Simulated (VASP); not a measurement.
LiCl:

```
Li Cl
1.0
     0.00000    2.66318    2.66318
     2.66318    0.00000    2.66318
     2.66318    2.66318    0.00000
Li Cl
1 1
Direct
  0.00000 0.00000 0.00000
  0.50000 0.50000 0.50000
```

```yaml
Program: VASP 6.6.1
Task: relaxation of cell and atoms
Functional: PBE
Potentials_or_basis: VASP PAW PBE potentials, release 64 (Li_sv, Cl)
Cutoff: 600 eV
k_mesh: 8 × 8 × 8
Occupations: gaussian, width 0.02 eV
Spin: no spin polarisation
```

At the start: pressure -2.6 GPa; volume 18.89 Å³/atom.

Problem. How do energy, volume and symmetry change on relaxing?

Solution. Over 4 steps the energy falls by 17.0 meV/atom and the volume is 17.01 Å³/atom (-10.0 %); space group Fm-3m (No. 225, to 0.1 Å) before and after.

Step by step:
| step | energy change (eV) | largest force (eV/Å) | pressure (GPa) | volume (Å³) |
| --- | --- | --- | --- | --- |
| 1 | 0.0000 | 0.0000 | -2.65 | 37.78 |
| 2 | -0.0229 | 0.0000 | -1.66 | 36.10 |
| 3 | -0.0338 | 0.0000 | -0.30 | 34.36 |
| 4 | -0.0341 | 0.0000 | 0.03 | 34.01 |

Final structure:
```
Li Cl
1.0
     0.00000    2.57154    2.57154
     2.57154    0.00000    2.57154
     2.57154    2.57154    0.00000
Li Cl
1 1
Direct
  0.00000 0.00000 0.00000
  0.50000 0.50000 0.50000
```

Caveat: the cutoff is under 1.25 times the usual one of these potentials, so pressure, stress and relaxed cells hold a basis-set (Pulay) error.
